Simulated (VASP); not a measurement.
# AlB2As3 (P4/mmm) in VASP: further runs, part 2 of 2

VASP 6.6.1. Earlier steps stand in the parts before.

**4. Relaxation of cell and atoms, PBE**

INCAR

```
ALGO = Normal
EDIFF = 1E-6
EDIFFG = -0.04
ENCUT = 600
GGA = PE
IBRION = 2
ISIF = 3
ISMEAR = 0
LASPH = True
LCHARG = False
LREAL = False
LWAVE = False
NELM = 100
NSW = 90
PREC = Accurate
SIGMA = 0.1
```

KPOINTS

```
k-points
0
Gamma
  4 4 2
```

POSCAR

```
AlB2As3
1.0
    3.8595592800      0.0000000000      0.0000000000
    0.0000000000      3.8595592800      0.0000000000
    0.0000000000      0.0000000000      7.6602271600
Al B As
1 2 3
Direct
    0.0000000000      0.0000000000      0.5000000000
    0.0000000000      0.0000000000      0.7602419400
    0.0000000000      0.0000000000      0.2397580600
    0.0000000000      0.0000000000      0.0000000000
    0.5000000000      0.5000000000      0.5000000000
    0.5000000000      0.5000000000      0.0000000000
```

Potentials or basis: VASP PAW PBE potentials, release 64 (Al, B, As).

Started as:

```sh
$ cat potpaw_PBE.64/Al/POTCAR potpaw_PBE.64/B/POTCAR potpaw_PBE.64/As/POTCAR > POTCAR
$ mpirun -np 1 vasp_std > vasp.out
```

OUTCAR:

```text
EDIFF = 1E-6
   EDIFFG = -0.04
   ENCUT = 600
   GGA = PE
   IBRION = 2
   ISIF = 3
   ISMEAR = 0
   LASPH = True
   LREAL = False
   NELM = 100
   NSW = 90
   PREC = Accurate

 ion  position               nearest neighbor table
   1  0.000  0.000  0.500-   2 1.99   3 1.99   5 2.73   5 2.73   5 2.73   5 2.73
   2  0.000  0.000  0.760-   4 1.84   1 1.99
   3  0.000  0.000  0.240-   4 1.84   1 1.99
   4  0.000  0.000  0.000-   2 1.84   3 1.84   6 2.73   6 2.73   6 2.73   6 2.73
   5  0.500  0.500  0.500-   1 2.73   1 2.73   1 2.73   1 2.73
   6  0.500  0.500  0.000-   4 2.73   4 2.73   4 2.73   4 2.73

  LATTYP: Found a simple tetragonal cell.
 ALAT       =     3.8595592800
 C/A-ratio  =     1.9847414185

  Lattice vectors:

 A1 = (   3.8595592800,   0.0000000000,   0.0000000000)
 A2 = (   0.0000000000,   3.8595592800,   0.0000000000)
 A3 = (   0.0000000000,   0.0000000000,   7.6602271600)

Analysis of symmetry for initial positions (statically):
=====================================================================
 Subroutine PRICEL returns:
 Original cell was already a primitive cell.

 Routine SETGRP: Setting up the symmetry group for a
 simple tetragonal supercell.

 Subroutine GETGRP returns: Found 16 space group operations
 (whereof 16 operations were pure point group operations)
 out of a pool of 16 trial point group operations.

The static configuration has the point symmetry D_4h.

Analysis of symmetry for dynamics (positions and initial velocities):
=====================================================================
 Subroutine PRICEL returns:
 Original cell was already a primitive cell.

 Routine SETGRP: Setting up the symmetry group for a
 simple tetragonal supercell.

 Subroutine GETGRP returns: Found 16 space group operations
 (whereof 16 operations were pure point group operations)
 out of a pool of 16 trial point group operations.

The dynamic configuration has the point symmetry D_4h.

 Subroutine INISYM returns: Found 16 space group operations
 (whereof 16 operations are pure point group operations),
 and found     1 'primitive' translations

----------------------------------------------------------------------------------------

                                     Primitive cell

  volume of cell :     114.1083

  direct lattice vectors                    reciprocal lattice vectors
     3.859559280  0.000000000  0.000000000     0.259096940  0.000000000  0.000000000
     0.000000000  3.859559280  0.000000000     0.000000000  0.259096940  0.000000000
     0.000000000  0.000000000  7.660227160     0.000000000  0.000000000  0.130544432

  length of vectors
     3.859559280  3.859559280  7.660227160     0.259096940  0.259096940  0.130544432

  position of ions in fractional coordinates (direct lattice)
     0.000000000  0.000000000  0.500000000
     0.000000000  0.000000000  0.760241940
     0.000000000  0.000000000  0.239758060
     0.000000000  0.000000000  0.000000000
     0.500000000  0.500000000  0.500000000
     0.500000000  0.500000000  0.000000000

  ion indices of the primitive-cell ions
   primitive index   ion index
                 1           1
                 2           2
                 3           3
                 4           4
                 5           5
                 6           6

----------------------------------------------------------------------------------------

 KPOINTS: k-points

Automatic generation of k-mesh.
 Grid dimensions read from file:
 generate k-points for:    4    4    2

 Generating k-lattice:

  Cartesian coordinates                     Fractional coordinates (reciprocal lattice)
     0.064774235  0.000000000  0.000000000     0.250000000  0.000000000  0.000000000
     0.000000000  0.064774235  0.000000000     0.000000000  0.250000000  0.000000000
     0.000000000  0.000000000  0.065272216     0.000000000  0.000000000  0.500000000

  Length of vectors
     0.064774235  0.064774235  0.065272216

  Shift w.r.t. Gamma in fractional coordinates (k-lattice)
     0.000000000  0.000000000  0.000000000

 Subroutine IBZKPT returns following result:
 ===========================================

 Found     12 irreducible k-points:

 Following reciprocal coordinates:
            Coordinates               Weight
  0.000000  0.000000  0.000000      1.000000
  0.250000  0.000000  0.000000      4.000000
  0.500000  0.000000  0.000000      2.000000
  0.250000  0.250000  0.000000      4.000000
  0.500000  0.250000  0.000000      4.000000
  0.500000  0.500000  0.000000      1.000000
  0.000000  0.000000  0.500000      1.000000
  0.250000  0.000000  0.500000      4.000000
  0.500000  0.000000  0.500000      2.000000
  0.250000  0.250000  0.500000      4.000000
  0.500000  0.250000  0.500000      4.000000
  0.500000  0.500000  0.500000      1.000000
   k-points           NKPTS =     12   k-points in BZ     NKDIM =     12   number of bands    NBANDS=     16
   number of dos      NEDOS =    301   number of ions     NIONS =      6
   total plane-waves  NPLWV =  65536
   dimension x,y,z NGX =    32 NGY =   32 NGZ =   64
   dimension x,y,z NGXF=    64 NGYF=   64 NGZF=  128
   ions per type =               1   2   3
   NGX,Y,Z   is equivalent  to a cutoff of  13.78, 13.78, 13.89 a.u.
   NGXF,Y,Z  is equivalent  to a cutoff of  27.57, 27.57, 27.78 a.u.
 SYSTEM =  unknown system
   PREC   = accura    normal or accurate (medium, high low for compatibility)
   ISTART =      0    job   : 0-new  1-cont  2-samecut
   ICHARG =      2    charge: 1-file 2-atom 10-const
   ISPIN  =      1    spin polarized calculation?
   LNONCOLLINEAR =      F non collinear calculations
   LSORBIT =      F    spin-orbit coupling
   LASPH  =      T    aspherical Exc in radial PAW
   ENCUT  =  600.0 eV  44.10 Ry    6.64 a.u.   7.71  7.71 15.30*2*pi/ulx,y,z
   NELM   =    100;   NELMIN=  2; NELMDL= -5     # of ELM steps
   EDIFF  = 0.1E-05   stopping-criterion for ELM
   LREAL  =      F    real-space projection
   EDIFFG = -.4E-01   stopping-criterion for IOM
   NSW    =     90    number of steps for IOM
   IBRION =      2    ionic relax: 0-MD 1-quasi-New 2-CG
   NFREE  =      1    steps in history (QN), initial steepest desc. (CG)
   ISIF   =      3    stress and relaxation
   ISYM   =      2    0-nonsym 1-usesym 2-fastsym
   POTIM  = 0.5000    time-step for ionic-motion
   TEBEG  =    0.0;   TEEND  =   0.0 temperature during run
   PSTRESS=    0.0 pullay stress
   NELECT =      24.0000    total number of electrons
   NUPDOWN=      -1.0000    fix difference up-down
   EMIN   =  10.00;   EMAX   =-10.00  energy-range for DOS
   EFERMI =   0.00;   METHOD = LEGACY
   ISMEAR =     0;   SIGMA  =   0.10  broadening in eV -4-tet -1-fermi 0-gaus
   EFERMI_NEDOS =   21; number of points for ismear=-14 and -15
   IALGO  =     38    algorithm
   IMIX   =      4    mixing-type and parameters
     AMIX     =   0.40;   BMIX     =  1.00
     AMIX_MAG =   1.60;   BMIX_MAG =  1.00
  volume/ion in A,a.u.               =      19.02       128.34
  Fermi-wavevector in a.u.,A,eV,Ry     =   0.973583  1.839805 12.896465  0.947863
  Thomas-Fermi vector in A             =   2.103974
   LORBIT       =      0    0 simple, 1 ext, 2 COOP (PROOUT), +10 PAW based schemes
   GGA     = PE    functional components
   LHFCALC =     F    Hartree Fock is set to
   AEXX    =    0.0000 exact exchange contribution
   IVDW    =     0    specifies the selected vdW correction
   LEPSILON=     F    determine dielectric tensor
   LRPA    =     F    only Hartree local field effects (RPA)
 conjugate gradient relaxation of ions
 non-spin polarized calculation
 Gauss-broadening in eV      SIGMA  =   0.10
  energy-cutoff  :      600.00
  volume of cell :      114.11
 maximum number of plane-waves:      3836
 NGX is ok and might be reduce to    32
   NGX = 15   NGY = 15   NGZ = 31

--------------------------------------- Ionic step        1  -------------------------------------------

 number of electron      24.0000003 magnetization

 Free energy of the ion-electron system (eV)
  ---------------------------------------------------
  ext. energy  EPLUGINS =         0.00000000
  ---------------------------------------------------
  free energy    TOTEN  =       -24.27083666 eV

  energy without entropy =      -24.25642790  energy(sigma->0) =      -24.26363228

------------------------ aborting loop because EDIFF is reached ----------------------------------------

  FORCE on cell =-STRESS in cart. coord.  units (eV):
  Direction    XX          YY          ZZ          XY          YZ          ZX
  --------------------------------------------------------------------------------------
  -------------------------------------------------------------------------------------
  Total       -0.3167111     -0.3167111      7.0695878      0.0000000      0.0000000      0.0000000
  in kB       -4.4468939     -4.4468939     99.2630449      0.0000000      0.0000000      0.0000000
  external PRESSURE =      30.1230857 kB  Pullay stress =       0.0000000 kB
[... 105 lines left out ...]
  energy  without entropy=      -24.3876764897  energy(sigma->0) =      -24.39655291

--------------------------------------- Ionic step        4  -------------------------------------------

 number of electron      24.0000002 magnetization

 Free energy of the ion-electron system (eV)
  ---------------------------------------------------
  ext. energy  EPLUGINS =         0.00000000
  ---------------------------------------------------
  free energy    TOTEN  =       -24.40972093 eV

  energy without entropy =      -24.39130539  energy(sigma->0) =      -24.40051316

 E-fermi :   3.8923     XC(G=0):  -9.4859

 val. band max:        3.8683225490   @ k =   0.5000   0.2500   0.0000
 cond. band min:       3.8962163930   @ k =   0.5000   0.0000   0.5000
 fundamental gap:      0.0278938440
 Fermi energy:         3.8923067906

 k-point     1 :       0.0000    0.0000    0.0000
  band No.  band energies     occupation
      1     -10.6087      2.00000
      2      -7.5426      2.00000
      3      -4.7843      2.00000
      4      -4.2716      2.00000
      5      -0.9007      2.00000
      6      -0.3361      2.00000
[... 8 lines left out ...]
     15       5.3285      0.00000
     16       6.6915      0.00000
[... 240 lines left out ...]
  FREE ENERGIE OF THE ION-ELECTRON SYSTEM (eV)
  ---------------------------------------------------
  free  energy   TOTEN  =       -24.4097209319 eV

  energy  without entropy=      -24.3913053935  energy(sigma->0) =      -24.40051316

 reached required accuracy - stopping structural energy minimisation
```

CONTCAR:

```text
AlB2As3
   1.00000000000000
     3.8369124742222769    0.0000000000000000    0.0000000000000000
     0.0000000000000000    3.8369124742222769    0.0000000000000000
     0.0000000000000000    0.0000000000000000    7.8883827202736887
  Al              B               As
     1     2     3
Direct
     0.0000000000000000    0.0000000000000000    0.5000000000000000
     0.0000000000000000    0.0000000000000000    0.7563448978866881
     1.0000000000000000    1.0000000000000000    0.2436551021133119
     0.0000000000000000    0.0000000000000000    1.0000000000000000
     0.5000000000000000    0.5000000000000000    0.5000000000000000
     0.5000000000000000    0.5000000000000000    1.0000000000000000

  0.00000000E+00  0.00000000E+00  0.00000000E+00
  0.00000000E+00  0.00000000E+00  0.00000000E+00
  0.00000000E+00  0.00000000E+00  0.00000000E+00
  0.00000000E+00  0.00000000E+00  0.00000000E+00
  0.00000000E+00  0.00000000E+00  0.00000000E+00
  0.00000000E+00  0.00000000E+00  0.00000000E+00
```

Wall time 39 s (1 thread of Intel Xeon 6975P-C (Granite Rapids), shared host); peak memory 0.26 GiB.

Results:

```yaml
Free_energy: -24.4097 eV
Relaxed_volume: 19.36 Å³/atom
Relaxed_cell: a = 3.837 Å, b = 3.837 Å, c = 7.888 Å, α = 90.00°, β = 90.00°, γ = 90.00°
Space_group_after_relaxing_to_0.05_Å: P4/mmm (No. 123)
Energy_gained_by_relaxing: 23.1 meV/atom
Ionic_steps: 4
Pressure_after_relaxing: -0.2 GPa
Largest_force_after_relaxing: 0.005 eV/Å
Band_gap_on_the_k_mesh: zero (band 12 reaches 4.60 eV, above the bottom of band 13 at 2.88 eV)
```

Forces in eV/Å, atoms in the order of the input:
```
Al   0.000  0.000  0.000
B    0.000  0.000  0.005
B    0.000  0.000 -0.005
As   0.000  0.000  0.000
As   0.000  0.000  0.000
As   0.000  0.000  0.000
```

Step by step:
| step | energy change (eV) | largest force (eV/Å) | pressure (GPa) | volume (Å³) |
| --- | --- | --- | --- | --- |
| 1 | 0.0000 | 1.3589 | 3.01 | 114.11 |
| 2 | -0.0372 | 0.9017 | -2.48 | 119.98 |
| 3 | -0.1346 | 0.1107 | -0.50 | 116.97 |
| 4 | -0.1389 | 0.0045 | -0.15 | 116.13 |

Final structure:
```xyz
6
Lattice="3.8369 0.0000 0.0000 0.0000 3.8369 0.0000 0.0000 0.0000 7.8884" Properties=species:S:1:pos:R:3 pbc="T T T"
Al    0.0000    0.0000    3.9442
B     0.0000    0.0000    5.9663
B     3.8369    3.8369    1.9220
As    0.0000    0.0000    7.8884
As    1.9185    1.9185    3.9442
As    1.9185    1.9185    7.8884
```

Caveat: the k points lie up to 0.41 Å⁻¹ apart in the final cell.

**5. Summary**

```csv
task,cell,cutoff (eV),gap on the mesh (eV),pressure (GPa),largest force (eV/Å)
single point,"a = 3.860, b = 3.860, c = 7.660 Å, 6 atoms",520,none,3.0,1.36
single point,"a = 3.830, b = 3.830, c = 7.879 Å, 6 atoms",520,none,0.2,0.09
relaxation of cell and atoms,"relaxed from a = 3.860, b = 3.860, c = 7.660 Å, 6 atoms",600,none,-0.2,-
```

Alike in all rows: level PBE; potentials or basis VASP PAW PBE potentials, release 64 (Al, B, As); no spin polarisation; k mesh 4 × 4 × 2; smearing gaussian 0.1 eV.

Caveats: all runs use coarse meshes; forces of over 1 eV/Å act on the atoms, so gaps and moduli don't describe the material at rest (some runs).

Absolute energies hang on the potentials; compare differences alone.
